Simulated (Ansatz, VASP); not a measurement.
Two plane-wave programs on CdH6

```
CELL_PARAMETERS angstrom
3.51965 0.00000 0.00000
0.00000 3.51965 0.00000
0.00000 0.00000 5.44397
ATOMIC_POSITIONS crystal
Cd 0.00000 0.00000 0.50000
H 0.18051 0.18051 0.00000
H 0.81949 0.81949 0.00000
H 0.81949 0.18051 0.00000
H 0.18051 0.81949 0.00000
H 0.50000 0.00000 0.50000
H 0.00000 0.50000 0.50000
```

Alike in both runs: functional PBE; k mesh 6 × 6 × 4; occupations gaussian, width 0.1 eV; no spin polarisation.

Ansatz relaxed the structure, and its values are those at the end. VASP's run is a single point on that final structure, the one shown.

|  | VASP | Ansatz |
| --- | --- | --- |
| version | VASP 6.6.1 | Ansatz 0.2.0 |
| potentials or method | VASP PAW PBE potentials, release 64 (Cd_sv_GW, H), cutoff 630 eV | scalar-relativistic, plane waves, PAW |
| valence electrons in the cell | 26 | 26 |

|  | VASP | Ansatz | Ansatz less VASP |
| --- | --- | --- | --- |
| gap on the k mesh at the Fermi level (eV) | none | none | - |
| pressure (GPa) | 0.1 | 0.3 | +0.10 |
| rms of the force components (eV/Å) | 0.008 | 0.007 | -0.0014 |

A gap of «none» marks a metal or a gap that the smearing closes. With one functional, cell and mesh, what is left measures potentials, basis and numerics.
